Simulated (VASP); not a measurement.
A run of VASP 6.6.1 is set up as follows.

INCAR

```
SYSTEM = FeCo
PREC = Accurate
ENCUT = 600
EDIFF = 1E-8
ISMEAR = -1
SIGMA = 0.08
LREAL = .FALSE.
LASPH = .TRUE.
NELM = 200
ALGO = Normal
ISIF = 3
LWAVE = .FALSE.
LCHARG = .FALSE.
ISPIN = 2
MAGMOM = 2.6 1.7
LORBIT = 11
LMAXMIX = 4
NBANDS = 20
IBRION = 6
NFREE = 2
POTIM = 0.015
NSW = 1
GGA_COMPAT = .FALSE.
KPAR = 4
```

File KPOINTS:

```
Automatic mesh
0
G
  16 16 16
  0 0 0
```

The input POSCAR:

```
FeCo
1.0
    2.7646194826      0.0000000000      0.0000000000
    0.0000000000      2.7646194826      0.0000000000
    0.0000000000      0.0000000000      2.7646194826
Fe Co
1 1
Direct
    0.5000000000      0.5000000000      0.5000000000
    0.0000000000      0.0000000000      0.0000000000
```

Potentials or basis: VASP PAW LDA potentials, release 64 (Fe, Co).

Command:

```bash
$ cat potpaw_LDA.64/Fe/POTCAR potpaw_LDA.64/Co/POTCAR > POTCAR
$ mpirun -np 4 vasp_std > vasp.out
```

(1) Estimate the elastic constants C11, C12, C44.

(2) Predict the Voigt bulk modulus.

(3) Estimate the net moment.

(4) Predict the site moments.

Answers

(1) 301, 211, 145 GPa.

(2) 241 GPa.

(3) 4.24 μB per cell.

(4) Fe +2.52; Co +1.68 μB.

Caveat: the cell is under stress, which shifts elastic constants.
